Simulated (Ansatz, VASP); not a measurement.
Hf: VASP beside Ansatz

File INCAR:

```
  ALGO = Normal
  EDIFF = 1E-7
  ENCUT = 520
  GGA = PE
  ISIF = 2
  ISMEAR = -1
  LASPH = True
  LCHARG = False
  LREAL = False
  LWAVE = False
  NBANDS = 17
  NELM = 100
  PREC = Accurate
  SIGMA = 0.05
```

Contents of KPOINTS:

```
k-points
0
Gamma
  13 13 7
```

POSCAR

```
Hf
1.0
    3.1966985242      0.0000000000      0.0000000000
   -1.5983492621      2.7684221302      0.0000000000
    0.0000000000      0.0000000000      5.0578000000
Hf
2
Direct
    0.3333333333      0.6666666667      0.2500000000
    0.6666666667      0.3333333333      0.7559314326
```

Input for Ansatz:

```yaml
crystal:
  lattice:
    - [3.1966985242, 0.0, 0.0]
    - [-1.5983492621, 2.7684221302, 0.0]
    - [0.0, 0.0, 5.0578]
  atoms:
    - { symbol: Hf, position: [0.3333333333, 0.6666666667, 0.25] }
    - { symbol: Hf, position: [0.6666666667, 0.3333333333, 0.7559314326] }
kpoints:
  mp_grid: { grid: [13, 13, 7] }
scf:
  occupations: { method: fermi_dirac, width: 0.05 }
hamiltonian:
  xc: pbe
  pseudopotentials: { kind: all_electron, lapw: { basis_error: 0.0005 } }
output:
  forces: true
  stress: true
  eigenvalues: true
```

Alike in both runs: task single point; functional PBE; k mesh 13 × 13 × 7; occupations fermi-dirac, width 0.05 eV; no spin polarisation.

```csv
,VASP,Ansatz
version,VASP 6.6.1,Ansatz 0.2.0
potentials or method,"VASP PAW PBE potentials, release 64 (Hf_pv), cutoff 520 eV","all-electron LAPW, scalar-relativistic"
```

```csv
,VASP,Ansatz,Ansatz less VASP
pressure (GPa),0.4,0.8,+0.46
"traceless stress, the component that is largest in VASP (GPa)",-0.11,-0.03,+0.075
rms of the force components (eV/Å),0.053,0.056,+0.0029
```

Atom by atom the forces differ by 0.003 eV/Å (rms over components). Ansatz ran all-electron here, and VASP with PAW potentials.

Spin-orbit coupling is off throughout.
